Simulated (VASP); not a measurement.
Write the native input for VASP 6.6.1 that does the following.

* Task: relaxation of cell and atoms
* Functional: PBE
* Potentials or basis: VASP PAW PBE potentials, release 64 (W_sv, S)
* Cutoff: 600 eV
* k mesh: 14 × 14 × 14
* Occupations: gaussian, width 0.1 eV
* Spin: no spin polarisation
* Dipole correction: no
* Further INCAR settings: ALGO = Normal; EDIFF = 1e-07; IBRION = 2; EDIFFG = -0.01; NSW = 100; ISIF = 3

The structure of WS lies in POSCAR:

```
WS
1.0
    3.0067474798      0.0000000000      0.0000000000
    0.0000000000      3.0067474798      0.0000000000
    0.0000000000      0.0000000000      3.0067474798
W S
1 1
Direct
    0.0000000000      0.0000000000      0.0000000000
    0.5000000000      0.5000000000      0.5000000000
```

These files were run (other wordings do the same):

INCAR

```
SYSTEM = WS
  ALGO = Normal
  EDIFF = 1E-7
  EDIFFG = -0.01
  ENCUT = 600
  GGA = PE
  IBRION = 2
  ISIF = 3
  ISMEAR = 0
  LASPH = .True.
  LCHARG = .False.
  LREAL = .False.
  LWAVE = .False.
  NELM = 60
  NSW = 100
  PREC = Accurate
  SIGMA = 0.1
```

KPOINTS

```
k-points
0
Gamma
  14 14 14
  0 0 0
```

Potentials or basis: VASP PAW PBE potentials, release 64 (W_sv, S).

The run is started by

```bash
$ cat potpaw_PBE.64/W_sv/POTCAR potpaw_PBE.64/S/POTCAR > POTCAR
$ mpirun -np 1 vasp_std > vasp.out
```

It gave:

```yaml
Relaxed_volume: 13.64 Å³/atom
Relaxed_cell: a = 3.010 Å, b = 3.010 Å, c = 3.010 Å, α = 90.00°, β = 90.00°, γ = 90.00°
Space_group_after_relaxing_to_0.05_Å: Pm-3m (No. 221)
Energy_gained_by_relaxing: 0.1 meV/atom
Ionic_steps: 3
Pressure_after_relaxing: 0.0 GPa
Band_gap_on_the_k_mesh: zero (band 10 reaches 15.10 eV, above the bottom of band 11 at 11.43 eV)
```

Caveat: spin-orbit coupling is left out, which moves the levels of the heavy elements.

Wall time 56 s on 1 thread of Intel(R) Xeon(R) Platinum 8259CL CPU @ 2.50GHz (Skylake/Cascade Lake), with other jobs on the host, peak memory 0.19 GiB.
